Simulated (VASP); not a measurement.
# H7C24F in VASP: further runs

H7C24F is run at these levels: LDA; tasks: single point.

Program: VASP 6.6.1. These are calculated values, not measurements. Logs are shortened: lines on timing, memory, paths and dates and some standing lists are left out, and cuts for length are marked.

## 1. The cell of the first run

The cell holds a slab with vacuum, 32 atoms: a = 7.573 Å, b = 5.049 Å, c = 17.676 Å, α = 90.00°, β = 90.00°, γ = 60.00°.

## 2. Single point, LDA

Input file INCAR:

```
PREC = Accurate
ENCUT = 520
EDIFF = 1E-6
ISMEAR = -1
SIGMA = 0.02
LREAL = Auto
LASPH = T
NELM = 100
ALGO = Normal
ISIF = 2
LWAVE = F
LCHARG = F
NBANDS = 77
```

Input file KPOINTS:

```
regular mesh
0
Gamma
  2 3 1
```

Input file POSCAR:

```
H7C24F
1.0
    7.5731140000      0.0000000000      0.0000000000
    2.5243710000      4.3723390000      0.0000000000
    0.0000000000      0.0000000000     17.6764260000
H C F
7 24 1
Direct
    0.1111147773      0.1666613682      0.0565725221
    0.4444518959      0.1666613682      0.0565725221
    0.7777758100      0.1666613682      0.0565725221
    0.1111143667      0.6666683439      0.0565725221
    0.4444382808      0.6666683439      0.0565725221
    0.7777753994      0.6666683439      0.0565725221
    0.7042894711     -0.0962871360      0.3644119009
    0.1111147773      0.1666613682      0.1188022963
    0.4444518959      0.1666613682      0.1188022963
    0.7777758100      0.1666613682      0.1188022963
    0.1111143667      0.6666683439      0.1188022963
    0.4444382808      0.6666683439      0.1188022963
    0.7777753994      0.6666683439      0.1188022963
   -0.1111075641      0.3333227364      0.1479541170
    0.2222295545      0.3333227364      0.1479541170
    0.5555534686      0.3333227364      0.1479541170
   -0.1111079747      0.8333297121      0.1479541170
    0.2222291440      0.8333297121      0.1479541170
    0.5555530580      0.8333297121      0.1479541170
   -0.1105675240      0.3326137337      0.2409084280
    0.2219165828      0.3338258996      0.2420625074
    0.5558567738      0.3328881864      0.2426169181
   -0.1112340391      0.8337871332      0.2411460326
    0.2225060400      0.8328951621      0.2412818066
    0.5547967105      0.8338557463      0.2394601714
    0.0005182638     -0.0009605843      0.2560528921
    0.3334013922     -0.0011435527      0.2572635441
    0.6681094252     -0.0059693450      0.2582761923
   -0.0028395872      0.5028201153      0.2594868442
    0.3336030971      0.5009904310      0.2573144594
    0.6670368016      0.5047412838      0.2611727054
    0.6967432008      0.0060150871      0.4118309889
```

Potentials or basis: VASP PAW LDA potentials, release 64 (H, C, F).

Launch:

```sh
$ cat potpaw_LDA.64/H/POTCAR potpaw_LDA.64/C/POTCAR potpaw_LDA.64/F/POTCAR > POTCAR
$ mpirun -np 1 vasp_std > vasp.out
```

OUTCAR:

```text
PREC = Accurate
   ENCUT = 520
   EDIFF = 1E-6
   ISMEAR = -1
   LREAL = Auto
   LASPH = T
   NELM = 100
   ISIF = 2

 ion  position               nearest neighbor table
   1  0.111  0.167  0.057-   8 1.10
   2  0.444  0.167  0.057-   9 1.10
   3  0.778  0.167  0.057-  10 1.10
   4  0.111  0.667  0.057-  11 1.10
   5  0.444  0.667  0.057-  12 1.10
   6  0.778  0.667  0.057-  13 1.10
   7  0.704  0.904  0.364-  32 0.97
   8  0.111  0.167  0.119-   1 1.10  18 1.55  15 1.55  14 1.55
   9  0.444  0.167  0.119-   2 1.10  16 1.55  19 1.55  15 1.55
  10  0.778  0.167  0.119-   3 1.10  17 1.55  16 1.55  14 1.55
  11  0.111  0.667  0.119-   4 1.10  17 1.55  18 1.55  15 1.55
  12  0.444  0.667  0.119-   5 1.10  18 1.55  19 1.55  16 1.55
  13  0.778  0.667  0.119-   6 1.10  19 1.55  17 1.55  14 1.55
[... 10 lines left out ...]
  24  0.223  0.833  0.241-  30 1.48  26 1.48  27 1.48  18 1.65
  25  0.555  0.834  0.239-  28 1.48  27 1.49  31 1.49  19 1.62
  26  0.001  0.999  0.256-  24 1.48  23 1.48  20 1.48
  27  0.333  0.999  0.257-  24 1.48  25 1.49  21 1.49
  28  0.668  0.994  0.258-  23 1.48  25 1.48  22 1.51
  29  0.997  0.503  0.259-  23 1.48  20 1.49  21 1.51
  30  0.334  0.501  0.257-  24 1.48  22 1.48  21 1.49
  31  0.667  0.505  0.261-  25 1.49  20 1.50  22 1.52
  32  0.697  0.006  0.412-   7 0.97

  LATTYP: Found a simple monoclinic cell.
 ALAT       =     5.0487421480
 B/A-ratio  =     3.5011544424
 C/A-ratio  =     1.3228757886
 COS(beta)  =    -0.1889821759

  Lattice vectors:

 A1 = (   2.5243710000,   4.3723390000,   0.0000000000)
 A2 = (   0.0000000000,   0.0000000000,  17.6764260000)
 A3 = (   5.0487430000,  -4.3723390000,   0.0000000000)

Analysis of symmetry for initial positions (statically):
=====================================================================
 Subroutine PRICEL returns:
 Original cell was already a primitive cell.

 Routine SETGRP: Setting up the symmetry group for a
 simple monoclinic supercell.

 Subroutine GETGRP returns: Found  1 space group operations
 (whereof  1 operations were pure point group operations)
 out of a pool of  4 trial point group operations.

The static configuration has the point symmetry C_1 .

Analysis of symmetry for dynamics (positions and initial velocities):
=====================================================================
 Subroutine PRICEL returns:
 Original cell was already a primitive cell.

[... 162 lines left out ...]
   LASPH  =      T    aspherical Exc in radial PAW
   ENCUT  =  520.0 eV  38.22 Ry    6.18 a.u.  14.08  9.39 32.87*2*pi/ulx,y,z
   NELM   =    100;   NELMIN=  2; NELMDL= -5     # of ELM steps
   EDIFF  = 0.1E-05   stopping-criterion for ELM
   LREAL  =      T    real-space projection
   EDIFFG = 0.1E-04   stopping-criterion for IOM
   NSW    =      0    number of steps for IOM
[... 5 lines left out ...]
   TEBEG  =    0.0;   TEEND  =   0.0 temperature during run
   PSTRESS=    0.0 pullay stress
   NELECT =     110.0000    total number of electrons
   NUPDOWN=      -1.0000    fix difference up-down
   EMIN   =  10.00;   EMAX   =-10.00  energy-range for DOS
   EFERMI =   0.00;   METHOD = LEGACY
   ISMEAR =    -1;   SIGMA  =   0.02  broadening in eV -4-tet -1-fermi 0-gaus
   EFERMI_NEDOS =   21; number of points for ismear=-14 and -15
   IALGO  =     38    algorithm
   IMIX   =      4    mixing-type and parameters
     AMIX     =   0.40;   BMIX     =  1.00
     AMIX_MAG =   1.60;   BMIX_MAG =  1.00
  volume/ion in A,a.u.               =      18.29       123.43
  Fermi-wavevector in a.u.,A,eV,Ry     =   0.937731  1.772054 11.964131  0.879339
  Thomas-Fermi vector in A             =   2.064871
   LORBIT       =      0    0 simple, 1 ext, 2 COOP (PROOUT), +10 PAW based schemes
   GGA     = CA    functional components
   LHFCALC =     F    Hartree Fock is set to
   AEXX    =    0.0000 exact exchange contribution
   IVDW    =     0    specifies the selected vdW correction
   LEPSILON=     F    determine dielectric tensor
   LRPA    =     F    only Hartree local field effects (RPA)
 non-spin polarized calculation
  energy-cutoff  :      520.00
  volume of cell :      585.31
 maximum number of plane-waves:     15787
   NGX = 29   NGY = 19   NGZ = 65

 number of electron     110.0000008 magnetization

 Free energy of the ion-electron system (eV)
  ---------------------------------------------------
  ext. energy  EPLUGINS =         0.00000000
  ---------------------------------------------------
  free energy    TOTEN  =      -260.20885776 eV

  energy without entropy =     -260.18824359  energy(sigma->0) =     -260.19855068

 E-fermi :  -0.7098     XC(G=0):  -4.8260

 val. band max:       -0.7322279425   @ k =   0.0000   0.0000   0.0000
 cond. band min:      -0.6824115127   @ k =   0.0000   0.3333   0.0000
 fundamental gap:      0.0498164299
 Fermi energy:        -0.7098491667

 k-point     1 :       0.0000    0.0000    0.0000
  band No.  band energies     occupation
      1     -24.1018      2.00000
      2     -21.8291      2.00000
      3     -19.2172      2.00000
      4     -19.1629      2.00000
      5     -18.9767      2.00000
      6     -17.3279      2.00000
[... 269 lines left out ...]
     66       4.8632      0.00000
     67       5.5786      0.00000
 [bands above 67 left out]

------------------------ aborting loop because EDIFF is reached ----------------------------------------

  FORCE on cell =-STRESS in cart. coord.  units (eV):
  Direction    XX          YY          ZZ          XY          YZ          ZX
  --------------------------------------------------------------------------------------
  -------------------------------------------------------------------------------------
  Total      -11.8160028    -12.3011219     -9.1336209     -0.0426870      0.3515698     -0.0800822
  in kB      -32.3443470    -33.6722801    -25.0017716     -0.1168487      0.9623640     -0.2192116
  external PRESSURE =     -30.3394662 kB  Pullay stress =       0.0000000 kB

 VOLUME and BASIS-vectors are now :
 -----------------------------------------------------------------------------
  energy-cutoff  :      520.00
  volume of cell :      585.31
      direct lattice vectors                 reciprocal lattice vectors
     7.573114000  0.000000000  0.000000000     0.132046078 -0.076236836  0.000000000
     2.524371000  4.372339000  0.000000000     0.000000000  0.228710537  0.000000000
     0.000000000  0.000000000 17.676426000     0.000000000  0.000000000  0.056572522

 POSITION                                       TOTAL-FORCE (eV/Angst)
 -----------------------------------------------------------------------------------
      1.26220      0.72870      1.00000         0.026429      0.001287     -0.322223
      3.78660      0.72870      1.00000         0.001031      0.041473     -0.355433
      6.31090      0.72870      1.00000        -0.009687      0.008232     -0.345599
      2.52440      2.91490      1.00000         0.009421     -0.021872     -0.300063
      5.04870      2.91490      1.00000        -0.035643     -0.030693     -0.333783
      7.57310      2.91490      1.00000         0.018575     -0.004664     -0.312237
[... 24 lines left out ...]
      6.32570      2.20690      4.61660        -0.627714     -0.865860     -1.190609
      5.29170      0.02630      7.27970        -0.018526     -0.179048      0.003702
 -----------------------------------------------------------------------------------
    total drift:                               -0.010469      0.014995      0.066257

  FREE ENERGIE OF THE ION-ELECTRON SYSTEM (eV)
  ---------------------------------------------------
  free  energy   TOTEN  =      -260.2088577597 eV

  energy  without entropy=     -260.1882435935  energy(sigma->0) =     -260.19855068
```

stdout:

```text
POSCAR found type information on POSCAR H C F
 POSCAR found :  3 types and      32 ions
 scaLAPACK will be used
 LDA part: xc-table for (Slater(with rela. corr.)+CA(PZ))
 , standard interpolation
 -----------------------------------------------------------------------------
|                                                                             |
|           W    W    AA    RRRRR   N    N  II  N    N   GGGG   !!!           |
|           W    W   A  A   R    R  NN   N  II  NN   N  G    G  !!!           |
|           W    W  A    A  R    R  N N  N  II  N N  N  G       !!!           |
|           W WW W  AAAAAA  RRRRR   N  N N  II  N  N N  G  GGG   !            |
|           WW  WW  A    A  R   R   N   NN  II  N   NN  G    G                |
|           W    W  A    A  R    R  N    N  II  N    N   GGGG   !!!           |
|                                                                             |
|     Your reciprocal lattice and k-lattice belong to different lattice       |
|     classes:                                                                |
|                                                                             |
|        The reciprocal lattice is simple monoclinic,                         |
|        whereas your k-lattice is hexagonal.                                 |
|                                                                             |
|     Results are often still useful ...                                      |
|                                                                             |
 -----------------------------------------------------------------------------

 POSCAR, INCAR and KPOINTS ok, starting setup
 FFT: planning ... GRIDC
 FFT: planning ... GRID_SOFT
 FFT: planning ... GRID
 WAVECAR not read
 entering main loop
```

It took 18 min on 1 thread of Intel Xeon 8259CL, shared host; peak memory 0.55 GiB.

What came out:

```yaml
Free_energy: -260.2089 eV
Largest_force: 2.271 eV/Å
Band_gap_on_the_k_mesh: zero (bands 55 and 56 overlap by 0.08 eV)
```

Forces on the atoms (eV/Å):
```
H    0.026  0.001 -0.322
H    0.001  0.041 -0.355
H   -0.010  0.008 -0.346
H    0.009 -0.022 -0.300
H   -0.036 -0.031 -0.334
H    0.019 -0.005 -0.312
H    0.057  0.432 -0.238
C   -0.067  0.024  2.214
C    0.041 -0.068  2.270
C    0.032 -0.022  2.242
C   -0.047  0.047  2.204
C    0.057 -0.002  2.151
C   -0.006  0.003  2.253
C   -0.008 -0.063 -1.563
C    0.004  0.001 -1.403
C    0.089  0.046 -1.238
C    0.186  0.019 -1.713
C    0.047 -0.043 -1.819
C   -0.282  0.021 -1.739
C   -0.179  0.460  0.644
C   -0.173  0.103  0.432
C    0.393  0.000  0.390
C   -0.114 -0.261  0.148
C    0.020 -0.007  0.236
C    0.101 -0.252  0.427
C   -0.161  0.138 -0.559
C    0.062  0.316 -0.817
C    0.062  0.919  0.234
C    0.658 -0.465 -0.977
C   -0.135 -0.295 -0.621
C   -0.628 -0.866 -1.191
F   -0.019 -0.179  0.004
```

Caveat: the k points lie up to 0.48 Å⁻¹ apart.

(Part 1 of 2 ends here.)
